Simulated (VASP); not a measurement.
# WSe2 in VASP: single point with PBE

Aim: the single point of WSe2 with PBE.

All numbers are computed with VASP 6.6.1; they aren't measurements. Logs are shortened: lines on timing, memory, paths and dates and some standing lists are left out, and cuts for length are marked.

### 1 The cell of the first run

The cell holds a slab with vacuum, 3 atoms: a = 3.320 Å, b = 3.320 Å, c = 16.654 Å, α = 90.00°, β = 90.00°, γ = 120.00°.

### 2 Single point, PBE

INCAR reads:

```
SYSTEM = WSe2
  PREC = Accurate
  ENCUT = 520
  EDIFF = 1E-7
  ISMEAR = 0
  SIGMA = 0.05
  LREAL = .FALSE.
  LASPH = .TRUE.
  NELM = 80
  ALGO = Normal
  ISIF = 2
  LWAVE = .FALSE.
  LCHARG = .TRUE.
  GGA = PE
  LELF = .TRUE.
  LVHAR = .TRUE.
  NBANDS = 20
```

KPOINTS reads:

```
regular mesh
0
G
  9 9 2
  0 0 0
```

POSCAR reads:

```
WSe2
1.0
    3.3200588118      0.0000000000      0.0000000000
   -1.6600294059      2.8752552731      0.0000000000
    0.0000000000      0.0000000000     16.6541810407
W Se
1 2
Direct
    0.0000000000      0.0000000000      0.0000000000
    0.3333333333      0.6666666667      0.1007736663
    0.3333333333      0.6666666667      0.8992263337
```

Potentials or basis: VASP PAW PBE potentials, release 64 (W_sv, Se).

Command:

```sh
> cat potpaw_PBE.64/W_sv/POTCAR potpaw_PBE.64/Se/POTCAR > POTCAR
> mpirun -np 1 vasp_std > vasp.out
```

OUTCAR:

```text
SYSTEM = WSe2
   PREC = Accurate
   ENCUT = 520
   EDIFF = 1E-7
   ISMEAR = 0
   LREAL = .FALSE.
   LASPH = .TRUE.
   NELM = 80
   ISIF = 2
   GGA = PE

 ion  position               nearest neighbor table
   1  0.000  0.000  0.000-   2 2.55   3 2.55   2 2.55   3 2.55   2 2.55   3 2.55
   2  0.333  0.667  0.101-   1 2.55   1 2.55   1 2.55
   3  0.333  0.667  0.899-   1 2.55   1 2.55   1 2.55

  LATTYP: Found a hexagonal cell.
 ALAT       =     3.3200588118
 C/A-ratio  =     5.0162307311

  Lattice vectors:

 A1 = (   3.3200588118,   0.0000000000,   0.0000000000)
 A2 = (  -1.6600294059,   2.8752552731,   0.0000000000)
 A3 = (   0.0000000000,   0.0000000000,  16.6541810407)

Analysis of symmetry for initial positions (statically):
=====================================================================
 Subroutine PRICEL returns:
 Original cell was already a primitive cell.

 Routine SETGRP: Setting up the symmetry group for a
 hexagonal supercell.

 Subroutine GETGRP returns: Found 12 space group operations
 (whereof 12 operations were pure point group operations)
 out of a pool of 24 trial point group operations.

The static configuration has the point symmetry D_3h.

Analysis of symmetry for dynamics (positions and initial velocities):
=====================================================================
 Subroutine PRICEL returns:
 Original cell was already a primitive cell.

 Routine SETGRP: Setting up the symmetry group for a
 hexagonal supercell.

 Subroutine GETGRP returns: Found 12 space group operations
 (whereof 12 operations were pure point group operations)
 out of a pool of 24 trial point group operations.

The dynamic configuration has the point symmetry D_3h.

 Subroutine INISYM returns: Found 12 space group operations
 (whereof 12 operations are pure point group operations),
 and found     1 'primitive' translations

----------------------------------------------------------------------------------------

                                     Primitive cell

  volume of cell :     158.9811

  direct lattice vectors                    reciprocal lattice vectors
     3.320058812  0.000000000  0.000000000     0.301199484  0.173897603  0.000000000
    -1.660029406  2.875255273  0.000000000     0.000000000  0.347795206  0.000000000
     0.000000000  0.000000000 16.654181041     0.000000000  0.000000000  0.060044982

  length of vectors
     3.320058812  3.320058812 16.654181041     0.347795206  0.347795206  0.060044982

  position of ions in fractional coordinates (direct lattice)
     0.000000000  0.000000000  0.000000000
     0.333333333  0.666666667  0.100773666
     0.333333333  0.666666667  0.899226334

  ion indices of the primitive-cell ions
   primitive index   ion index
                 1           1
                 2           2
                 3           3

----------------------------------------------------------------------------------------

 KPOINTS: regular mesh

Automatic generation of k-mesh.
 Grid dimensions read from file:
 generate k-points for:    9    9    2

 Generating k-lattice:

  Cartesian coordinates                     Fractional coordinates (reciprocal lattice)
     0.033466609  0.019321956  0.000000000     0.111111111  0.000000000  0.000000000
     0.000000000  0.038643912  0.000000000     0.000000000  0.111111111  0.000000000
     0.000000000  0.000000000  0.030022491     0.000000000  0.000000000  0.500000000

  Length of vectors
     0.038643912  0.038643912  0.030022491

  Shift w.r.t. Gamma in fractional coordinates (k-lattice)
     0.000000000  0.000000000  0.000000000

 Subroutine IBZKPT returns following result:
 ===========================================

 Found     24 irreducible k-points:

 Following reciprocal coordinates:
            Coordinates               Weight
  0.000000  0.000000  0.000000      1.000000
  0.111111  0.000000  0.000000      6.000000
  0.222222 -0.000000  0.000000      6.000000
  0.333333  0.000000  0.000000      6.000000
  0.444444 -0.000000  0.000000      6.000000
  0.111111  0.111111  0.000000      6.000000
[... 16 lines left out ...]
  0.333333  0.222222  0.500000     12.000000
  0.333333  0.333333  0.500000      2.000000
   k-points           NKPTS =     24   k-points in BZ     NKDIM =     24   number of bands    NBANDS=     20
   number of dos      NEDOS =    301   number of ions     NIONS =      3
   total plane-waves  NPLWV =  98784
   dimension x,y,z NGX =    28 NGY =   28 NGZ =  126
   dimension x,y,z NGXF=    56 NGYF=   56 NGZF=  252
   ions per type =               1   2
   NGX,Y,Z   is equivalent  to a cutoff of  14.02, 14.02, 12.58 a.u.
   NGXF,Y,Z  is equivalent  to a cutoff of  28.04, 28.04, 25.16 a.u.
 SYSTEM =  WSe2
   PREC   = accura    normal or accurate (medium, high low for compatibility)
   ISTART =      0    job   : 0-new  1-cont  2-samecut
   ICHARG =      2    charge: 1-file 2-atom 10-const
   ISPIN  =      1    spin polarized calculation?
   LNONCOLLINEAR =      F non collinear calculations
   LSORBIT =      F    spin-orbit coupling
   LASPH  =      T    aspherical Exc in radial PAW
   ENCUT  =  520.0 eV  38.22 Ry    6.18 a.u.   6.17  6.17 30.97*2*pi/ulx,y,z
   NELM   =     80;   NELMIN=  2; NELMDL= -5     # of ELM steps
   EDIFF  = 0.1E-06   stopping-criterion for ELM
   LREAL  =      F    real-space projection
   EDIFFG = 0.1E-05   stopping-criterion for IOM
   NSW    =      0    number of steps for IOM
   IBRION =     -1    ionic relax: 0-MD 1-quasi-New 2-CG
   NFREE  =      0    steps in history (QN), initial steepest desc. (CG)
   ISIF   =      2    stress and relaxation
   ISYM   =      2    0-nonsym 1-usesym 2-fastsym
   POTIM  = 0.5000    time-step for ionic-motion
   TEBEG  =    0.0;   TEEND  =   0.0 temperature during run
   PSTRESS=    0.0 pullay stress
   NELECT =      26.0000    total number of electrons
   NUPDOWN=      -1.0000    fix difference up-down
   EMIN   =  10.00;   EMAX   =-10.00  energy-range for DOS
   EFERMI =   0.00;   METHOD = LEGACY
   ISMEAR =     0;   SIGMA  =   0.05  broadening in eV -4-tet -1-fermi 0-gaus
   EFERMI_NEDOS =   21; number of points for ismear=-14 and -15
   IALGO  =     38    algorithm
   IMIX   =      4    mixing-type and parameters
     AMIX     =   0.40;   BMIX     =  1.00
     AMIX_MAG =   1.60;   BMIX_MAG =  1.00
  volume/ion in A,a.u.               =      52.99       357.62
  Fermi-wavevector in a.u.,A,eV,Ry     =   0.895263  1.691802 10.905021  0.801496
  Thomas-Fermi vector in A             =   2.017573
   LORBIT       =      0    0 simple, 1 ext, 2 COOP (PROOUT), +10 PAW based schemes
   GGA     = PE    functional components
   LHFCALC =     F    Hartree Fock is set to
   AEXX    =    0.0000 exact exchange contribution
   IVDW    =     0    specifies the selected vdW correction
   LEPSILON=     F    determine dielectric tensor
   LRPA    =     F    only Hartree local field effects (RPA)
 non-spin polarized calculation
 Gauss-broadening in eV      SIGMA  =   0.05
  energy-cutoff  :      520.00
  volume of cell :      158.98
 maximum number of plane-waves:      4302
 NGX is ok and might be reduce to    28
   NGX = 13   NGY = 13   NGZ = 61

 number of electron      26.0000001 magnetization

 Free energy of the ion-electron system (eV)
  ---------------------------------------------------
  ext. energy  EPLUGINS =         0.00000000
  ---------------------------------------------------
  free energy    TOTEN  =       -21.62309214 eV

  energy without entropy =      -21.62309214  energy(sigma->0) =      -21.62309214

 E-fermi :  -0.4618     XC(G=0):  -4.7811

 val. band max:       -0.8633538031   @ k =   0.3333   0.3333   0.0000
 cond. band min:       0.6842707161   @ k =   0.3333   0.3333   0.5000
 fundamental gap:      1.5476245192
 Fermi energy:        -0.4618138473

 k-point     1 :       0.0000    0.0000    0.0000
  band No.  band energies     occupation
      1     -74.9450      2.00000
      2     -39.1645      2.00000
      3     -39.0621      2.00000
      4     -39.0621      2.00000
      5     -15.5539      2.00000
      6     -14.3188      2.00000
[... 12 lines left out ...]
     19       4.0267      0.00000
     20       4.2931      0.00000

 k-point     2 :       0.1111    0.0000    0.0000
  band No.  band energies     occupation
      1     -74.9440      2.00000
      2     -39.1599      2.00000
      3     -39.0868      2.00000
      4     -39.0679      2.00000
      5     -15.3765      2.00000
      6     -14.2298      2.00000
[... 12 lines left out ...]
     19       4.2697      0.00000
     20       4.8735      0.00000

 k-point     3 :       0.2222   -0.0000    0.0000
  band No.  band energies     occupation
      1     -74.9413      2.00000
      2     -39.1488      2.00000
      3     -39.1480      2.00000
      4     -39.0826      2.00000
      5     -14.8883      2.00000
      6     -13.9866      2.00000
[... 12 lines left out ...]
     19       4.9201      0.00000
     20       5.6612      0.00000

 k-point     4 :       0.3333    0.0000    0.0000
  band No.  band energies     occupation
      1     -74.9383      2.00000
      2     -39.2185      2.00000
      3     -39.1346      2.00000
      4     -39.0992      2.00000
      5     -14.2365      2.00000
      6     -13.6707      2.00000
[... 12 lines left out ...]
     19       5.5794      0.00000
     20       5.7824      0.00000

 k-point     5 :       0.4444   -0.0000    0.0000
  band No.  band energies     occupation
      1     -74.9364      2.00000
      2     -39.2635      2.00000
      3     -39.1258      2.00000
      4     -39.1101      2.00000
      5     -13.7207      2.00000
      6     -13.4335      2.00000
[... 12 lines left out ...]
     19       6.0334      0.00000
     20       6.1584      0.00000
[... 353 lines left out ...]
      6     -13.3623      2.00000
[... 12 lines left out ...]
     19       6.6663      0.00000
     20       7.0413      0.00000

 k-point    22 :       0.2222    0.2222    0.5000
  band No.  band energies     occupation
      1     -74.9370      2.00000
      2     -39.2226      2.00000
      3     -39.1333      2.00000
      4     -39.1287      2.00000
      5     -13.9197      2.00000
      6     -13.5105      2.00000
[... 12 lines left out ...]
     19       6.1540      0.00000
     20       6.2610      0.00000

 k-point    23 :       0.3333    0.2222    0.5000
  band No.  band energies     occupation
      1     -74.9355      2.00000
      2     -39.2388      2.00000
      3     -39.1601      2.00000
      4     -39.1219      2.00000
      5     -13.5073      2.00000
      6     -13.3112      2.00000
[... 12 lines left out ...]
     19       6.4840      0.00000
     20       7.2712      0.00000

 k-point    24 :       0.3333    0.3333    0.5000
  band No.  band energies     occupation
      1     -74.9350      2.00000
      2     -39.2178      2.00000
      3     -39.1963      2.00000
      4     -39.1196      2.00000
      5     -13.3618      2.00000
      6     -13.2346      2.00000
[... 12 lines left out ...]
     19       5.5139      0.00000
     20       7.7565      0.00000

------------------------ aborting loop because EDIFF is reached ----------------------------------------

  FORCE on cell =-STRESS in cart. coord.  units (eV):
  Direction    XX          YY          ZZ          XY          YZ          ZX
  --------------------------------------------------------------------------------------
  -------------------------------------------------------------------------------------
  Total        0.1006094      0.1006094      0.1402265     -0.0000000      0.0000000      0.0000000
  in kB        1.0139199      1.0139199      1.4131722     -0.0000000      0.0000000      0.0000000
  external PRESSURE =       1.1470040 kB  Pullay stress =       0.0000000 kB

 VOLUME and BASIS-vectors are now :
 -----------------------------------------------------------------------------
  energy-cutoff  :      520.00
  volume of cell :      158.98
      direct lattice vectors                 reciprocal lattice vectors
     3.320058812  0.000000000  0.000000000     0.301199484  0.173897603  0.000000000
    -1.660029406  2.875255273  0.000000000     0.000000000  0.347795206  0.000000000
     0.000000000  0.000000000 16.654181041     0.000000000  0.000000000  0.060044982

 POSITION                                       TOTAL-FORCE (eV/Angst)
 -----------------------------------------------------------------------------------
      0.00000      0.00000      0.00000         0.000000      0.000000      0.000000
     -0.00000      1.91684      1.67830        -0.000000      0.000000      0.045274
     -0.00000      1.91684     14.97588        -0.000000     -0.000000     -0.045274
 -----------------------------------------------------------------------------------
    total drift:                                0.000000     -0.000000     -0.000000

  FREE ENERGIE OF THE ION-ELECTRON SYSTEM (eV)
  ---------------------------------------------------
  free  energy   TOTEN  =       -21.6230921389 eV

  energy  without entropy=      -21.6230921389  energy(sigma->0) =      -21.62309214
```

Run time: 92 s. Hardware: 1 thread of Intel Xeon Platinum 8488C (Sapphire Rapids), shared host; peak memory 0.32 GiB.

What came out:

```yaml
Free_energy: -21.6231 eV
Largest_force: 0.045 eV/Å
Band_gap_on_the_k_mesh: 1.55 eV, direct
```

Forces in eV/Å, atoms in the order of the input:
```
W    0.000  0.000  0.000
Se   0.000  0.000  0.045
Se   0.000  0.000 -0.045
```

Caveat: spin-orbit coupling is left out, which moves the levels of the heavy elements.
